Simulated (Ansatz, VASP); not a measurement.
## Pt in VASP and in Ansatz

Contents of INCAR:

```
SYSTEM = Pt
ALGO = Fast ; EDIFF = 1E-7
ENCUT = 520 ; GGA = PE
ISIF = 2 ; ISMEAR = 0
LASPH = .TRUE. ; LCHARG = .FALSE.
LREAL = .FALSE. ; LWAVE = .FALSE.
NBANDS = 11 ; NELM = 100
PREC = Accurate ; SIGMA = 0.15
```

The input KPOINTS:

```
k-points
0
G
  22 22 22
  0 0 0
```

File POSCAR:

```
Pt
1.0
   -1.6475888000      1.6475888000      1.5208512000
    1.6475888000     -1.6475888000      1.5208512000
    1.6475888000      1.6475888000     -1.5208512000
Pt
1
Direct
    0.0000000000      0.0000000000      0.0000000000
```

Input for Ansatz:

```yaml
crystal:
  lattice:
    - [-1.6475888, 1.6475888, 1.5208512]
    - [1.6475888, -1.6475888, 1.5208512]
    - [1.6475888, 1.6475888, -1.5208512]
  atoms:
    - { symbol: Pt, position: [0.0, 0.0, 0.0] }
basis:
  ecutwfc: 420
kpoints:
  mp_grid: { grid: [22, 22, 22] }
hamiltonian:
  xc: pbe
scf:
  occupations: { method: gaussian, width: 0.15 }
output:
  forces: true
  stress: true
  eigenvalues: true
```

Change from the starting cell: strain +0.040 along x and y, -0.040 along z, atoms carried along.

Alike in both runs: task single point; functional PBE; k mesh 22 × 22 × 22; occupations gaussian, width 0.15 eV; no spin polarisation.

|  | VASP | Ansatz |
| --- | --- | --- |
| version | VASP 6.6.1 | Ansatz 0.2.0 |
| potentials or method | VASP PAW PBE potentials, release 64 (Pt), cutoff 520 eV | scalar-relativistic, plane waves, PAW |
| valence electrons in the cell | 10 | 18 |

|  | VASP | Ansatz | Ansatz less VASP |
| --- | --- | --- | --- |
| gap on the k mesh at the Fermi level (eV) | none | none | - |
| pressure (GPa) | -9.6 | -9.2 | +0.39 |
| traceless stress, the component that is largest in VASP (GPa) | -4.51 | -4.56 | -0.046 |

A gap of «none» marks a metal or a gap that the smearing closes. The functional is the same, so the differences come from potentials, cutoffs and numerics. VASP's potentials hold 10 valence electrons a cell and Ansatz's 18, so a difference there can come from the potentials and not from the codes.

Neither program's run includes spin-orbit coupling.
